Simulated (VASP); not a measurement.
Write the native input for VASP 6.6.1 that does the following.

```yaml
Task: single point
Functional: PBEsol
Potentials_or_basis: VASP PAW PBE potentials, release 64 (Cs_sv, I)
Cutoff: 500 eV
k_mesh: 6 × 6 × 6
Occupations: gaussian, width 0.01 eV
Spin: no spin polarisation
Dipole_correction: no
Further_INCAR_settings: ALGO = Normal; EDIFF = 1e-06; NBANDS = 15
```

The structure of CsI lies in POSCAR:

```
CsI
1.0
    4.5667000000      0.0000000000      0.0000000000
    0.0000000000      4.5667000000      0.0000000000
    0.0000000000      0.0000000000      4.5667000000
Cs I
1 1
Direct
    0.0000000000      0.0000000000      0.0000000000
    0.5000000000      0.5000000000      0.5000000000
```

One way to write it, as run:

INCAR

```
SYSTEM = CsI
ALGO = Normal ; EDIFF = 1E-6
ENCUT = 500 ; GGA = PS
GGA_COMPAT = .FALSE. ; ISIF = 2
ISMEAR = 0 ; LASPH = .TRUE.
LCHARG = .FALSE. ; LREAL = .FALSE.
LWAVE = .FALSE. ; NBANDS = 15
NELM = 120 ; PREC = Accurate
SIGMA = 0.01
```

KPOINTS

```
k-points
0
G
  6 6 6
  0 0 0
```

Potentials or basis: VASP PAW PBE potentials, release 64 (Cs_sv, I).

Run with:

```console
$ cat potpaw_PBE.64/Cs_sv/POTCAR potpaw_PBE.64/I/POTCAR > POTCAR
$ mpirun -np 1 vasp_std > vasp.out
```

Results of the run:

```
Pressure               : -0.4 GPa
Band gap on the k mesh : 3.70 eV, indirect (least direct gap 3.79 eV)
```

Caveat: the PAW data sets were made with another functional, which shifts forces and pressure a little; spin-orbit coupling is left out, which moves the levels of the heavy elements.

Run time: 33 s on 1 thread of Intel Xeon 8259CL (shared host), peak memory 0.21 GiB.
